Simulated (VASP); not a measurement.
Input of a VASP 6.6.1 run:

File INCAR:

```
ALGO     = Normal         # electronic algorithm
EDIFF    = 1E-7           # SCF threshold, eV
ENCUT    = 520            # plane-wave cutoff, eV
GGA      = PE             # functional
ISIF     = 2              # what is computed and relaxed
ISMEAR   = 0              # smearing method
LASPH    = T              # aspherical terms in the spheres
LCHARG   = F              # write CHGCAR
LREAL    = F              # projectors in reciprocal space
LWAVE    = F              # write WAVECAR
NBANDS   = 20             # bands
NELM     = 60             # most SCF steps
PREC     = Accurate       # precision mode
SIGMA    = 0.01           # smearing width, eV
```

Contents of KPOINTS:

```
k-points
0
Gamma
  4 4 4
```

POSCAR

```
ScAlN2
1.0
    2.9395372357      0.0000000000      0.0000000000
    0.0000000000      2.9395372357      0.0000000000
    0.0000000000      0.0000000000      4.1699301074
Sc N Al
1 2 1
Direct
    0.0000000000      0.0000000000      0.0000000000
    0.0000000000      0.0000000000      0.5000000000
    0.5000000000      0.5000000000      0.0000000000
    0.5000000000      0.5000000000      0.5000000000
```

Potentials or basis: VASP PAW PBE potentials, release 64 (Sc_sv, N, Al).

Command:

```bash
$ cat potpaw_PBE.64/Sc_sv/POTCAR potpaw_PBE.64/N/POTCAR potpaw_PBE.64/Al/POTCAR > POTCAR
$ mpirun -np 1 vasp_std > vasp.out
```

Q: What does it give for the pressure?

A: 34.9 GPa.

Q: Predict the band gap on the k mesh.

A: 0.37 eV, direct.

Stress tensor (GPa, compression positive):
```
35.48  0.00  0.00
 0.00 35.48  0.00
 0.00  0.00 33.80
```

Caveat: the k points lie up to 0.53 Å⁻¹ apart. A k mesh can miss the band edges.
